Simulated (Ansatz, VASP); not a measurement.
# PbO in VASP and in Ansatz

```
Pb O
1.0
     6.38765    0.00000    0.00000
     0.00000    5.81320    0.00000
     0.00000    0.00000    4.80309
Pb O
4 4
Direct
  0.21189 0.97881 0.25000
  0.78811 0.02119 0.75000
  0.21189 0.52119 0.75000
  0.78811 0.47881 0.25000
  0.87512 0.09716 0.25000
  0.12488 0.90284 0.75000
  0.87512 0.40284 0.75000
  0.12488 0.59716 0.25000
```

Alike in both runs: functional PBE; k mesh 6 × 6 × 6; occupations gaussian, width 0.02 eV; no spin polarisation.

Ansatz relaxed the structure, and its values are those at the end. VASP's run is a single point on that final structure, the one shown.

```csv
,VASP,Ansatz
version,VASP 6.6.1,Ansatz 0.2.0
potentials or method,"VASP PAW PBE potentials, release 64 (Pb_d, O), cutoff 600 eV","scalar-relativistic, plane waves, PAW"
valence electrons in the cell,80,80
```

VASP gave:

* gap on the k mesh at the Fermi level (eV): 2.30
* least direct gap on the mesh (eV): 2.61
* pressure (GPa): 0.0
* rms of the force components (eV/Å): 0.015

Question: Which values does Ansatz return?

Answer: gap on the k mesh at the Fermi level (eV): 2.30; least direct gap on the mesh (eV): 2.61; pressure (GPa): 0.0; rms of the force components (eV/Å): 0.001.

Neither program's run includes spin-orbit coupling.
